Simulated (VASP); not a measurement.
A run of VASP 6.6.1 is set up as follows.

POSCAR

```
ZnS
1.0
    5.3890263884      0.0000000000      0.0000000000
    0.0000000000     -5.3890263884      0.0000000000
    0.0000000000      0.0000000000     -5.3890263884
Zn S
4 4
Direct
    0.0032161571     -0.0167121315     -0.0022214079
    0.5021217783      0.5350488462     -0.0932242044
    0.3968795805     -0.0731745761      0.4415411401
    0.0579428187      0.5197178516      0.5977952812
    0.7059737485      0.7759378719      0.7775281190
    0.2579619122      0.2746728528      0.7506898256
    0.3011428185      0.7993002833      0.2624645156
    0.7747611862      0.1852090016      0.2654267308
```

Contents of INCAR.step1:

```
PREC     = Accurate       # precision mode
ENCUT    = 520            # plane-wave cutoff, eV
ISMEAR   = 0              # smearing method
SIGMA    = 0.05           # smearing width, eV
LREAL    = F              # projectors in reciprocal space
LASPH    = T              # aspherical terms in the spheres
NELM     = 60             # most SCF steps
NBANDS   = 46             # bands
GGA      = PE             # functional
ALGO     = Normal         # electronic algorithm
EDIFF    = 1E-4           # SCF threshold, eV
LWAVE    = T              # write WAVECAR
LCHARG   = F              # write CHGCAR
```

The input INCAR.step2:

```
PREC     = Accurate       # precision mode
ENCUT    = 520            # plane-wave cutoff, eV
EDIFF    = 1E-7           # SCF threshold, eV
ISMEAR   = 0              # smearing method
SIGMA    = 0.05           # smearing width, eV
LREAL    = F              # projectors in reciprocal space
LASPH    = T              # aspherical terms in the spheres
NELM     = 60             # most SCF steps
ALGO     = Normal         # electronic algorithm
ISIF     = 2              # what is computed and relaxed
LWAVE    = F              # write WAVECAR
LCHARG   = T              # write CHGCAR
METAGGA  = R2SCAN         # meta-GGA
LMIXTAU  = T            
LELF     = T              # ELF
LVHAR    = T            
NBANDS   = 46             # bands
ISTART   = 1
```

KPOINTS

```
Automatic mesh
0
Gamma
  4 4 4
```

Potentials or basis: VASP PAW PBE potentials, release 64 (Zn, S).

Run with:

```console
$ cat potpaw_PBE.64/Zn/POTCAR potpaw_PBE.64/S/POTCAR > POTCAR
$ cp INCAR.step1 INCAR
$ mpirun -np 1 vasp_std > vasp.out
$ cp INCAR.step2 INCAR
$ mpirun -np 1 vasp_std > vasp.out
```

(1) Estimate the pressure.

(2) Estimate the largest force.

(3) Predict the band gap on the k mesh.

## Answers

(1) 51.8 GPa.

(2) 94.231 eV/Å.

(3) 0.53 eV.

Caveat: the cell differs from its parent crystal (atoms moved at random); atoms lie so close that the PAW spheres overlap strongly, which falsifies energies and pressures; the cell stands under pressure; the PAW data sets were made with another functional, which shifts forces and pressure a little.
